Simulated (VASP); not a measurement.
**Mg: single point with revPBE**

The system is Mg.

```
Mg
1.0
     3.17683    0.00000    0.00000
    -1.58841    2.75121    0.00000
     0.00000    0.00000   10.31886
Mg
4
Direct
  0.66667 0.33333 0.75000
  0.00000 0.00000 0.50000
  0.33333 0.66667 0.25000
  0.00000 0.00000 0.00000
```

| Item | Value |
| --- | --- |
| Program | VASP 6.6.1 |
| Task | single point |
| Functional | revPBE |
| Potentials or basis | VASP PAW PBE potentials, release 64 (Mg) |
| Cutoff | 520 eV |
| k mesh | 10 × 10 × 3 |
| Occupations | fermi-dirac, width 0.05 eV |
| Spin | no spin polarisation |

- Pressure: 1.7 GPa
- Band gap on the k mesh: zero (band 4 reaches 3.44 eV, above the bottom of band 5 at 1.60 eV)

Stress tensor (GPa, compression positive):
```
1.45 0.00 0.00
0.00 1.45 0.00
0.00 0.00 2.20
```

Levels at points of the mesh, in eV from the Fermi level:
| k point | band 2 | band 3 | band 4 | band 5 | band 6 | band 7 |
| --- | --- | --- | --- | --- | --- | --- |
| (0.00, 0.00, 0.00) | -5.71 | -5.70 | -1.84 | -1.32 | 4.98 | 4.99 |
| (0.50, 0.00, 0.00) | -2.25 | -1.22 | -1.18 | -0.60 | -0.56 | 2.67 |

Wall time 25 s on 1 thread of AMD EPYC 7R43 64-Core Processor (Zen 3) (shared host), peak memory 0.16 GiB.

Caveat: the PAW data sets were made with another functional, which shifts forces and pressure a little.
